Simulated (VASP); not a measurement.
A run of VASP 6.6.1:

File INCAR:

```
SYSTEM = C
  PREC = Accurate
  ENCUT = 520
  EDIFF = 1E-7
  ISMEAR = 0
  SIGMA = 0.01
  LREAL = .False.
  LASPH = .True.
  NELM = 100
  ALGO = Normal
  ISIF = 2
  LWAVE = .False.
  LCHARG = .False.
  GGA = PS
  NBANDS = 11
```

File KPOINTS:

```
regular mesh
0
Gamma
  12 12 12
  0 0 0
```

The input POSCAR:

```
C
1.0
    0.0000000000      1.7886725372      1.7886725372
    1.7886725372      0.0000000000      1.7886725372
    1.7886725372      1.7886725372      0.0000000000
C
2
Direct
    0.5000000000      0.5000000000      0.5000000000
    0.7500000000      0.7500000000      0.7500000000
```

Potentials or basis: VASP PAW PBE potentials, release 64 (C).

Launch:

```bash
$ cat potpaw_PBE.64/C/POTCAR > POTCAR
$ mpirun -np 1 vasp_std > vasp.out
```

Hardware: 1 thread of Intel(R) Xeon(R) Platinum 8488C (Sapphire Rapids), on a shared host.

Task: Estimate the wall time of this run.

Result: Run time: 6 s on 1 thread of Intel(R) Xeon(R) Platinum 8488C (Sapphire Rapids), on a shared host, peak memory 0.12 GiB. Counts: scf iterations 12, k points 72.
